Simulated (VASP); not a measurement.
Write the native input for VASP 6.6.1 that does the following.

| Property | Result |
| --- | --- |
| Task | single point |
| Functional | LDA |
| Potentials or basis | VASP PAW LDA potentials, release 64 (Zr_sv, Hg) |
| Cutoff | 520 eV |
| k mesh | 14 × 14 × 10 |
| Occupations | fermi-dirac, width 0.15 eV |
| Spin | no spin polarisation |
| Dipole correction | no |
| Further INCAR settings | ALGO = Fast; EDIFF = 1e-06; NBANDS = 19 |

The structure of ZrHg lies in POSCAR:

```
ZrHg
1.0
    3.0847426180      0.0000000000      0.0000000000
    0.0000000000      3.0847426180      0.0000000000
    0.0000000000      0.0000000000      4.1967569336
Zr Hg
1 1
Direct
    0.5000000000      0.5000000000      0.5000000000
    0.0000000000      0.0000000000      0.0000000000
```

One way to write it, as run:

INCAR

```
ALGO     = Fast           # electronic algorithm
EDIFF    = 1E-6           # SCF threshold, eV
ENCUT    = 520            # plane-wave cutoff, eV
ISIF     = 2              # what is computed and relaxed
ISMEAR   = -1             # smearing method
LASPH    = T              # aspherical terms in the spheres
LCHARG   = F              # write CHGCAR
LREAL    = F              # projectors in reciprocal space
LWAVE    = F              # write WAVECAR
NBANDS   = 19             # bands
NELM     = 100            # most SCF steps
PREC     = Accurate       # precision mode
SIGMA    = 0.15           # smearing width, eV
```

KPOINTS

```
k-points
0
Gamma
  14 14 10
```

Potentials or basis: VASP PAW LDA potentials, release 64 (Zr_sv, Hg).

The run is started by

```sh
$ cat potpaw_LDA.64/Zr_sv/POTCAR potpaw_LDA.64/Hg/POTCAR > POTCAR
$ mpirun -np 1 vasp_std > vasp.out
```

It gave:

* Pressure: 0.8 GPa
* Band gap on the k mesh: zero (band 12 reaches 8.26 eV, above the bottom of band 13 at 6.75 eV)

Caveat: spin-orbit coupling is left out, which moves the levels of the heavy elements.

Run time: 2.2 min on 1 thread of AMD EPYC 7R43 64-Core Processor (Zen 3), on a shared host, peak memory 0.23 GiB.
